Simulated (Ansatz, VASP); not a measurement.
One calculation of TaAlCl6, two programs

File INCAR:

```
SYSTEM = TaAlCl6
PREC = Accurate
ENCUT = 500
EDIFF = 1E-7
ISMEAR = 0
SIGMA = 0.1
LREAL = .False.
LASPH = .True.
NELM = 200
ALGO = Normal
ISIF = 3
LWAVE = .False.
LCHARG = .False.
ISPIN = 2
MAGMOM = 2.06 0 0 0 0 0 0 0
LORBIT = 11
LMAXMIX = 4
GGA = PE
IBRION = 2
NSW = 90
EDIFFG = -0.04
GGA_COMPAT = .False.
NELMIN = 4
```

KPOINTS

```
Automatic mesh
0
Gamma
  3 3 3
  0 0 0
```

Contents of POSCAR:

```
TaAlCl6
1.0
    4.2421749284      2.4492208369      2.7831135113
   -4.2421749284      2.4492208369      2.7831135113
    0.0000000000     -4.8984416737      2.7831135113
Ta Al Cl
1 1 6
Direct
    0.5000000000      0.5000000000      0.5000000000
    0.0000000000      0.0000000000      0.0000000000
    0.2650000000      0.2650000000      0.9260000000
    0.9260000000      0.2650000000      0.2650000000
    0.2650000000      0.9260000000      0.2650000000
    0.0740000000      0.7350000000      0.7350000000
    0.7350000000      0.7350000000      0.0740000000
    0.7350000000      0.0740000000      0.7350000000
```

Input for Ansatz:

```yaml
crystal:
  lattice:
    - [4.2421749284, 2.4492208369, 2.7831135113]
    - [-4.2421749284, 2.4492208369, 2.7831135113]
    - [0.0, -4.8984416737, 2.7831135113]
  atoms:
    - { symbol: Ta, position: [0.5, 0.5, 0.5], spin: 2.06 }
    - { symbol: Al, position: [0.0, 0.0, 0.0] }
    - { symbol: Cl, position: [0.265, 0.265, 0.926] }
    - { symbol: Cl, position: [0.926, 0.265, 0.265] }
    - { symbol: Cl, position: [0.265, 0.926, 0.265] }
    - { symbol: Cl, position: [0.074, 0.735, 0.735] }
    - { symbol: Cl, position: [0.735, 0.735, 0.074] }
    - { symbol: Cl, position: [0.735, 0.074, 0.735] }
basis:
  ecutwfc: 420
kpoints:
  mp_grid: { grid: [3, 3, 3] }
hamiltonian:
  xc: pbe
scf:
  occupations: { method: gaussian, width: 0.1 }
  lower_state_search: "off"
output:
  forces: true
  stress: true
  eigenvalues: true
  populations: true
magnetization:
  spin_polarized: true
relax:
  adjacent_minimum: "off"
  f_tol: 0.04
  max_steps: 70
  cell: { stress_tol: 0.4 }
```

Alike in both runs: task relaxation of cell and atoms; functional PBE; k mesh 3 × 3 × 3; occupations gaussian, width 0.1 eV; collinear spin.

```csv
,VASP,Ansatz
version,VASP 6.6.1,Ansatz 0.2.0
potentials or method,"VASP PAW PBE potentials, release 64 (Ta_pv, Al, Cl), cutoff 500 eV","scalar-relativistic, plane waves, PAW"
valence electrons in the cell,56,58
```

VASP gave:

* gap on the k mesh at the Fermi level, each at its own relaxed structure (eV): none
* net moment per atom (μB): 0.25
* size of the moment on the site where the two differ most (μB): 1.60
* relaxed volume (Å³/atom): 20.86
* relaxed length of the cell vector where the two differ most in proportion (Å): 5.560

Question: What did Ansatz give for the same quantities?

Answer: gap on the k mesh at the Fermi level, each at its own relaxed structure (eV): none; net moment per atom (μB): 0.25; size of the moment on the site where the two differ most (μB): 1.06; relaxed volume (Å³/atom): 35.41; relaxed length of the cell vector where the two differ most in proportion (Å): 7.569.

Site moments also hang on the region over which each program counts them. A gap of «none» marks a metal or a gap that the smearing closes. VASP's potentials hold 56 valence electrons a cell and Ansatz's 58, so a difference there can come from the potentials and not from the codes.

The k mesh is coarse, so the values compare programs but aren't converged. Spin-orbit coupling is off throughout.
